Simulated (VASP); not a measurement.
Wanted: the native input for a VASP 6.6.1 run.

```
Task                   : single point
Functional             : PBE
Potentials or basis    : VASP PAW PBE potentials, release 64 (Pb_d, La)
Cutoff                 : 520 eV
k mesh                 : 8 × 8 × 8
Occupations            : methfessel-paxton, width 0.1 eV
Spin                   : no spin polarisation
Dipole correction      : no
Further INCAR settings : ALGO = Fast; EDIFF = 1e-06; NBANDS = 26
```

The structure of LaPb2 lies in POSCAR:

```
LaPb2
1.0
   -2.0663430000      2.0663430000      5.6384500000
    2.0663430000     -2.0663430000      5.6384500000
    2.0663430000      2.0663430000     -5.6384500000
Pb La
2 1
Direct
    0.6863945000      0.6863945000      0.0000000000
    0.3136055000      0.3136055000      0.0000000000
    0.0000000000      0.0000000000      0.0000000000
```

These files were run (other wordings do the same):

INCAR

```
ALGO     = Fast           # electronic algorithm
EDIFF    = 1E-6           # SCF threshold, eV
ENCUT    = 520            # plane-wave cutoff, eV
GGA      = PE             # functional
ISIF     = 2              # what is computed and relaxed
ISMEAR   = 1              # smearing method
LASPH    = True           # aspherical terms in the spheres
LCHARG   = False          # write CHGCAR
LREAL    = False          # projectors in reciprocal space
LWAVE    = False          # write WAVECAR
NBANDS   = 26             # bands
NELM     = 60             # most SCF steps
PREC     = Accurate       # precision mode
SIGMA    = 0.1            # smearing width, eV
```

KPOINTS

```
k-points
0
Gamma
  8 8 8
```

Potentials or basis: VASP PAW PBE potentials, release 64 (Pb_d, La).

The run is started by

```sh
$ cat potpaw_PBE.64/Pb_d/POTCAR potpaw_PBE.64/La/POTCAR > POTCAR
$ mpirun -np 1 vasp_std > vasp.out
```

It gave:

| Quantity | Value |
| --- | --- |
| Pressure | 0.0 GPa |
| Largest force | 0.093 eV/Å |
| Band gap on the k mesh | zero (an odd number of electrons rules out a gap without spin polarisation) |

Caveat: spin-orbit coupling is left out, which moves the levels of the heavy elements.

Run time: 9.5 min on 1 thread of AMD EPYC 9R45 96-Core Processor (Zen 5) (shared host), peak memory 0.4 GiB.
